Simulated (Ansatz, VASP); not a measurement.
In3SbAs2: VASP beside Ansatz

```xyz
12
Lattice="4.1654 0.0000 0.0000 -2.0827 3.6073 0.0000 0.0000 0.0000 20.5460" Properties=species:S:1:pos:R:3 pbc="T T T"
In    2.0827    1.2024    3.4284
In    2.0827    1.2024   10.2770
In    2.0827    1.2024   17.1257
In    0.0000    2.4049    0.0040
In    0.0000    2.4049    6.8527
In    0.0000    2.4049   13.7014
Sb    2.0827    1.2024    5.9920
Sb    0.0000    2.4049   16.2650
As    2.0827    1.2024   12.8406
As    2.0827    1.2024   19.6893
As    0.0000    2.4049    2.5676
As    0.0000    2.4049    9.4163
```

Alike in both runs: task relaxation of cell and atoms; functional PBE; k mesh 6 × 6 × 1; occupations gaussian, width 0.1 eV; no spin polarisation.

|  | VASP | Ansatz |
| --- | --- | --- |
| version | VASP 6.6.1 | Ansatz 0.2.0 |
| potentials or method | VASP PAW PBE potentials, release 64 (In_d, Sb, As), cutoff 600 eV | scalar-relativistic, plane waves, PAW |
| valence electrons in the cell | 108 | 168 |

```tsv
	VASP	Ansatz	Ansatz less VASP
gap on the k mesh at the Fermi level, each at its own relaxed structure (eV)	none	none	-
relaxed volume (Å³/atom)	31.90	31.80	-0.101
relaxed cell length with the largest relative difference (Å)	22.067	21.964	-0.1032
```

A gap of «none» marks a metal or a gap that the smearing closes. VASP's potentials hold 108 valence electrons a cell and Ansatz's 168, so a difference there can come from the potentials and not from the codes.

Spin-orbit coupling is off throughout. Noted on VASP's run: the volume moved by over 15 % at a fixed basis, so the end points are rough.
